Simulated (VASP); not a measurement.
# Fe in VASP: further runs

Fe is run at these levels: PBE; tasks: single point.

All numbers are computed with VASP 6.6.1; they aren't measurements. Logs are shortened: lines on timing, memory, paths and dates and some standing lists are left out, and cuts for length are marked.

### 1 The cell of the first run

The cell holds a wire with vacuum, 2 atoms: a = 11.000 Å, b = 9.300 Å, c = 2.339 Å, α = 90.00°, β = 90.00°, γ = 90.00°.

### 2 Single point, PBE, collinear spin, ferromagnetic start

INCAR reads:

```
PREC = Accurate
ENCUT = 520
EDIFF = 1E-7
ISMEAR = 0
SIGMA = 0.05
LREAL = F
LASPH = T
NELM = 150
ALGO = Normal
ISIF = 2
LWAVE = F
LCHARG = F
ISPIN = 2
MAGMOM = 2.44 2.44
LORBIT = 11
LMAXMIX = 4
GGA = PE
NBANDS = 19
```

KPOINTS reads:

```
Automatic mesh
0
Gamma
  1 1 27
```

POSCAR reads:

```
Fe
1.0
   11.0000000000      0.0000000000      0.0000000000
    0.0000000000      9.3000000000      0.0000000000
    0.0000000000      0.0000000000      2.3394178339
Fe
2
Direct
    0.4097137200      0.5000000000      0.0000000000
    0.5902862800      0.5000000000      0.5000000000
```

Potentials or basis: VASP PAW PBE potentials, release 64 (Fe).

Launch:

```bash
> cat potpaw_PBE.64/Fe/POTCAR > POTCAR
> mpirun -np 1 vasp_std > vasp.out
```

OUTCAR:

```text
PREC = Accurate
   ENCUT = 520
   EDIFF = 1E-7
   ISMEAR = 0
   LREAL = F
   LASPH = T
   NELM = 150
   ISIF = 2
   ISPIN = 2
   LORBIT = 11
   GGA = PE

 ion  position               nearest neighbor table
   1  0.410  0.500  0.000-   2 2.31   2 2.31
   2  0.590  0.500  0.500-   1 2.31   1 2.31

  LATTYP: Found a simple orthorhombic cell.
 ALAT       =     2.3394178339
 B/A-ratio  =     3.9753479969
 C/A-ratio  =     4.7020245125

  Lattice vectors:

 A1 = (   0.0000000000,   0.0000000000,  -2.3394178339)
 A2 = (   0.0000000000,   9.3000000000,   0.0000000000)
 A3 = (  11.0000000000,   0.0000000000,   0.0000000000)

Analysis of symmetry for initial positions (statically):
=====================================================================
 Subroutine PRICEL returns:
 Original cell was already a primitive cell.

 Routine SETGRP: Setting up the symmetry group for a
 simple orthorhombic supercell.

 Subroutine GETGRP returns: Found  8 space group operations
 (whereof  4 operations were pure point group operations)
 out of a pool of  8 trial point group operations.

The static configuration has the point symmetry C_2v.
 The point group associated with its full space group is D_2h.

Analysis of symmetry for dynamics (positions and initial velocities):
=====================================================================
 Subroutine PRICEL returns:
 Original cell was already a primitive cell.

 Routine SETGRP: Setting up the symmetry group for a
 simple orthorhombic supercell.

 Subroutine GETGRP returns: Found  8 space group operations
 (whereof  4 operations were pure point group operations)
 out of a pool of  8 trial point group operations.

The dynamic configuration has the point symmetry C_2v.
 The point group associated with its full space group is D_2h.

Analysis of structural, dynamic, and magnetic symmetry:
=====================================================================
 Subroutine PRICEL returns:
 Original cell was already a primitive cell.

 Routine SETGRP: Setting up the symmetry group for a
 simple orthorhombic supercell.

 Subroutine GETGRP returns: Found  8 space group operations
 (whereof  4 operations were pure point group operations)
 out of a pool of  8 trial point group operations.

The overall configuration has the point symmetry C_2v.
 The point group associated with its full space group is D_2h.

 Subroutine INISYM returns: Found  8 space group operations
 (whereof  4 operations are pure point group operations),
 and found     1 'primitive' translations

----------------------------------------------------------------------------------------

                                     Primitive cell

  volume of cell :     239.3224

  direct lattice vectors                    reciprocal lattice vectors
    11.000000000  0.000000000  0.000000000     0.090909091  0.000000000  0.000000000
     0.000000000  9.300000000  0.000000000     0.000000000  0.107526882  0.000000000
     0.000000000  0.000000000  2.339417834     0.000000000  0.000000000  0.427456774

  length of vectors
    11.000000000  9.300000000  2.339417834     0.090909091  0.107526882  0.427456774

  position of ions in fractional coordinates (direct lattice)
     0.409713720  0.500000000  0.000000000
     0.590286280  0.500000000  0.500000000

  ion indices of the primitive-cell ions
   primitive index   ion index
                 1           1
                 2           2

----------------------------------------------------------------------------------------

 KPOINTS: Automatic mesh

Automatic generation of k-mesh.
 Grid dimensions read from file:
 generate k-points for:    1    1   27

 Generating k-lattice:

  Cartesian coordinates                     Fractional coordinates (reciprocal lattice)
     0.090909091  0.000000000  0.000000000     1.000000000  0.000000000  0.000000000
     0.000000000  0.107526882  0.000000000     0.000000000  1.000000000  0.000000000
     0.000000000  0.000000000  0.015831732     0.000000000  0.000000000  0.037037037

  Length of vectors
     0.090909091  0.107526882  0.015831732

  Shift w.r.t. Gamma in fractional coordinates (k-lattice)
     0.000000000  0.000000000  0.000000000

 Subroutine IBZKPT returns following result:
 ===========================================

 Found     14 irreducible k-points:

 Following reciprocal coordinates:
            Coordinates               Weight
  0.000000  0.000000  0.000000      1.000000
  0.000000  0.000000  0.037037      2.000000
  0.000000  0.000000  0.074074      2.000000
  0.000000  0.000000  0.111111      2.000000
  0.000000  0.000000  0.148148      2.000000
  0.000000  0.000000  0.185185      2.000000
  0.000000  0.000000  0.222222      2.000000
  0.000000  0.000000  0.259259      2.000000
  0.000000  0.000000  0.296296      2.000000
  0.000000  0.000000  0.333333      2.000000
  0.000000  0.000000  0.370370      2.000000
  0.000000  0.000000  0.407407      2.000000
  0.000000  0.000000  0.444444      2.000000
  0.000000  0.000000  0.481481      2.000000
   k-points           NKPTS =     14   k-points in BZ     NKDIM =     14   number of bands    NBANDS=     19
   number of dos      NEDOS =    301   number of ions     NIONS =      2
   total plane-waves  NPLWV = 105840
   dimension x,y,z NGX =    84 NGY =   70 NGZ =   18
   dimension x,y,z NGXF=   168 NGYF=  140 NGZF=   36
   ions per type =               2
   NGX,Y,Z   is equivalent  to a cutoff of  12.70, 12.51, 12.79 a.u.
   NGXF,Y,Z  is equivalent  to a cutoff of  25.39, 25.03, 25.58 a.u.
 SYSTEM =  unknown system
   PREC   = accura    normal or accurate (medium, high low for compatibility)
   ISTART =      0    job   : 0-new  1-cont  2-samecut
   ICHARG =      2    charge: 1-file 2-atom 10-const
   ISPIN  =      2    spin polarized calculation?
   LNONCOLLINEAR =      F non collinear calculations
   LSORBIT =      F    spin-orbit coupling
   LASPH  =      T    aspherical Exc in radial PAW
   ENCUT  =  520.0 eV  38.22 Ry    6.18 a.u.  20.45 17.29  4.35*2*pi/ulx,y,z
   NELM   =    150;   NELMIN=  2; NELMDL= -5     # of ELM steps
   EDIFF  = 0.1E-06   stopping-criterion for ELM
   LREAL  =      F    real-space projection
   EDIFFG = 0.1E-05   stopping-criterion for IOM
   NSW    =      0    number of steps for IOM
   IBRION =     -1    ionic relax: 0-MD 1-quasi-New 2-CG
   NFREE  =      0    steps in history (QN), initial steepest desc. (CG)
   ISIF   =      2    stress and relaxation
   ISYM   =      2    0-nonsym 1-usesym 2-fastsym
   POTIM  = 0.5000    time-step for ionic-motion
   TEBEG  =    0.0;   TEEND  =   0.0 temperature during run
   PSTRESS=    0.0 pullay stress
   NELECT =      16.0000    total number of electrons
   NUPDOWN=      -1.0000    fix difference up-down
   EMIN   =  10.00;   EMAX   =-10.00  energy-range for DOS
   EFERMI =   0.00;   METHOD = LEGACY
   ISMEAR =     0;   SIGMA  =   0.05  broadening in eV -4-tet -1-fermi 0-gaus
   EFERMI_NEDOS =   21; number of points for ismear=-14 and -15
   IALGO  =     38    algorithm
   IMIX   =      4    mixing-type and parameters
     AMIX     =   0.40;   BMIX     =  1.00
     AMIX_MAG =   1.60;   BMIX_MAG =  1.00
  volume/ion in A,a.u.               =     119.66       807.51
  Fermi-wavevector in a.u.,A,eV,Ry     =   0.664437  1.255603  6.006649  0.441476
  Thomas-Fermi vector in A             =   1.738124
   LORBIT       =     11    0 simple, 1 ext, 2 COOP (PROOUT), +10 PAW based schemes
   GGA     = PE    functional components
   LHFCALC =     F    Hartree Fock is set to
   AEXX    =    0.0000 exact exchange contribution
   IVDW    =     0    specifies the selected vdW correction
   LEPSILON=     F    determine dielectric tensor
   LRPA    =     F    only Hartree local field effects (RPA)
 spin polarized calculation
 Gauss-broadening in eV      SIGMA  =   0.05
  energy-cutoff  :      520.00
  volume of cell :      239.32
 maximum number of plane-waves:      6491
 NGX is ok and might be reduce to    84
   NGX = 41   NGY = 35   NGZ =  9

 number of electron      16.0000002 magnetization       6.0837621

 Free energy of the ion-electron system (eV)
  ---------------------------------------------------
  ext. energy  EPLUGINS =         0.00000000
  ---------------------------------------------------
  free energy    TOTEN  =       -11.97766004 eV

  energy without entropy =      -11.97418863  energy(sigma->0) =      -11.97592433

 E-fermi :  -2.9648     XC(G=0):  -2.8153

 val. band max:       -2.9799039260   @ k =   0.0000   0.0000   0.2963
 cond. band min:      -2.9583390631   @ k =   0.0000   0.0000   0.2222
 fundamental gap:      0.0215648630
 Fermi energy:        -2.9647978389

 spin component 1

 k-point     1 :       0.0000    0.0000    0.0000
  band No.  band energies     occupation
      1      -8.2860      1.00000
      2      -7.5640      1.00000
      3      -6.3875      1.00000
      4      -5.9193      1.00000
      5      -5.5462      1.00000
      6      -5.1045      1.00000
[... 11 lines left out ...]
     18       1.7985      0.00000
     19       2.0783      0.00000

 k-point     2 :       0.0000    0.0000    0.0370
  band No.  band energies     occupation
      1      -8.2385      1.00000
      2      -7.5210      1.00000
      3      -6.3796      1.00000
      4      -5.9046      1.00000
      5      -5.5356      1.00000
      6      -5.1156      1.00000
[... 11 lines left out ...]
     18       1.8357      0.00000
     19       2.1166      0.00000

 k-point     3 :       0.0000    0.0000    0.0741
  band No.  band energies     occupation
      1      -8.0980      1.00000
      2      -7.3939      1.00000
      3      -6.3568      1.00000
      4      -5.8609      1.00000
      5      -5.5052      1.00000
      6      -5.1857      1.00000
[... 213 lines left out ...]
  band No.  band energies     occupation
      1      -6.9104      1.00000
      2      -6.8913      1.00000
      3      -6.4441      1.00000
      4      -6.3745      1.00000
      5      -5.0040      1.00000
      6      -4.9261      1.00000
[... 11 lines left out ...]
     18       6.1592      0.00000
     19       7.1078      0.00000

 k-point    14 :       0.0000    0.0000    0.4815
  band No.  band energies     occupation
      1      -6.9384      1.00000
      2      -6.9313      1.00000
      3      -6.4542      1.00000
      4      -6.4314      1.00000
      5      -4.9216      1.00000
      6      -4.8597      1.00000
[... 11 lines left out ...]
     18       6.9127      0.00000
     19       7.0853      0.00000
 Fermi energy:        -2.9647978389

 spin component 2

 k-point     1 :       0.0000    0.0000    0.0000
  band No.  band energies     occupation
      1      -7.4951      1.00000
      2      -5.8314      1.00000
      3      -4.1012      1.00000
      4      -3.5741      1.00000
      5      -3.2370      1.00000
      6      -2.7219      0.00000
[... 11 lines left out ...]
     18       2.0355      0.00000
     19       2.3640      0.00000

 k-point     2 :       0.0000    0.0000    0.0370
  band No.  band energies     occupation
      1      -7.4493      1.00000
      2      -5.7843      1.00000
      3      -4.0937      1.00000
      4      -3.5518      1.00000
      5      -3.2267      1.00000
      6      -2.7574      0.00000
[... 11 lines left out ...]
     18       2.0732      0.00000
     19       2.4024      0.00000

 k-point     3 :       0.0000    0.0000    0.0741
  band No.  band energies     occupation
      1      -7.3133      1.00000
      2      -5.6446      1.00000
      3      -4.0727      1.00000
      4      -3.4875      1.00000
      5      -3.1964      1.00000
      6      -2.8690      0.00338
[... 214 lines left out ...]
      1      -4.9697      1.00000
      2      -4.8407      1.00000
      3      -4.2395      1.00000
      4      -4.0956      1.00000
      5      -1.9993      0.00000
      6      -1.9800      0.00000
[... 11 lines left out ...]
     18       6.6192      0.00000
     19       7.3913      0.00000

 k-point    14 :       0.0000    0.0000    0.4815
  band No.  band energies     occupation
      1      -4.9487      1.00000
      2      -4.9080      1.00000
      3      -4.2269      1.00000
      4      -4.1795      1.00000
      5      -1.9010      0.00000
      6      -1.8848      0.00000
[... 11 lines left out ...]
     18       7.2163      0.00000
     19       7.3986      0.00000

------------------------ aborting loop because EDIFF is reached ----------------------------------------

  FORCE on cell =-STRESS in cart. coord.  units (eV):
  Direction    XX          YY          ZZ          XY          YZ          ZX
  --------------------------------------------------------------------------------------
  -------------------------------------------------------------------------------------
  Total        0.6930597     -0.0230629      0.6251859      0.0000000      0.0000000      0.0000000
  in kB        4.6397843     -0.1543979      4.1853940      0.0000000      0.0000000      0.0000000
  external PRESSURE =       2.8902601 kB  Pullay stress =       0.0000000 kB

 VOLUME and BASIS-vectors are now :
 -----------------------------------------------------------------------------
  energy-cutoff  :      520.00
  volume of cell :      239.32
      direct lattice vectors                 reciprocal lattice vectors
    11.000000000  0.000000000  0.000000000     0.090909091  0.000000000  0.000000000
     0.000000000  9.300000000  0.000000000     0.000000000  0.107526882  0.000000000
     0.000000000  0.000000000  2.339417834     0.000000000  0.000000000  0.427456774

 POSITION                                       TOTAL-FORCE (eV/Angst)
 -----------------------------------------------------------------------------------
      4.50685      4.65000      0.00000        -0.337161      0.000000      0.000000
      6.49315      4.65000      1.16971         0.337161      0.000000      0.000000
 -----------------------------------------------------------------------------------
    total drift:                                0.000000     -0.000000     -0.000000

  FREE ENERGIE OF THE ION-ELECTRON SYSTEM (eV)
  ---------------------------------------------------
  free  energy   TOTEN  =       -11.9776600411 eV

  energy  without entropy=      -11.9741886272  energy(sigma->0) =      -11.97592433

 total charge

# of ion       s       p       d       tot
------------------------------------------
    1        0.519   0.271   6.259   7.048
    2        0.519   0.271   6.259   7.048
--------------------------------------------------
tot          1.038   0.541  12.517  14.096

 magnetization (x)

# of ion       s       p       d       tot
------------------------------------------
    1        0.039   0.021   2.770   2.830
    2        0.039   0.021   2.770   2.830
--------------------------------------------------
tot          0.079   0.041   5.539   5.659
```

Wall time 1.9 min (1 thread of AMD EPYC 9R45 (Zen 5), shared host); peak memory 0.4 GiB.

What came out:

- Free energy: -11.9777 eV
- Largest force: 0.337 eV/Å
- Net moment: 6.08 μB per cell
- Site moments: Fe +2.83 μB
- Valence electrons inside the program's atomic spheres: Fe 7.05

Forces in eV/Å, atoms in the order of the input:
```
Fe  -0.337  0.000  0.000
Fe   0.337  0.000  0.000
```

### 3 Single point, PBE, collinear spin, ferromagnetic start

This run uses another cell than the first one, of 121.50 Å³/atom, 1.015 times its volume.

INCAR is that of step 2.

KPOINTS reads:

```
regular mesh
0
Gamma
  1 1 27
```

POSCAR reads:

```
Fe
1.0
   11.0000000000      0.0000000000      0.0000000000
    0.0000000000      9.3000000000      0.0000000000
    0.0000000000      0.0000000000      2.3752969795
Fe
2
Direct
    0.4078697538      0.5000000000      0.0000000000
    0.5921302462      0.5000000000      0.5000000000
```

Potentials or basis: VASP PAW PBE potentials, release 64 (Fe).

Launch:

```bash
> cat potpaw_PBE.64/Fe/POTCAR > POTCAR
> mpirun -np 1 vasp_std > vasp.out
```

Wall time 1.9 min (1 thread of AMD EPYC 9R45 (Zen 5), shared host); peak memory 0.4 GiB.

It converged, with:

```yaml
Free_energy: -11.9865 eV
Largest_force: 0.032 eV/Å
Net_moment: 6.36 μB per cell
Site_moments: Fe +2.94 μB
Valence_electrons_inside_the_program's_atomic_spheres: Fe 6.99
```

Forces on the atoms (eV/Å):
```
Fe   0.032  0.000  0.000
Fe  -0.032  0.000  0.000
```

Levels at points of the mesh, in eV from the Fermi level:
Spin up:
```
           k point  band 7  band 8  band 9  band 10  band 11  band 12  band 13  band 14  band 15  band 16
(0.00, 0.00, 0.00)   -2.13   -1.89   -1.37    -1.21    -1.12    -0.56     0.59     1.38     3.30     3.66
```
Spin down:
| k point | band 1 | band 2 | band 3 | band 4 | band 5 | band 6 | band 7 | band 8 | band 9 | band 10 |
| --- | --- | --- | --- | --- | --- | --- | --- | --- | --- | --- |
| (0.00, 0.00, 0.00) | -4.44 | -2.69 | -1.02 | -0.52 | -0.22 | 0.31 | 0.77 | 0.87 | 0.89 | 1.35 |
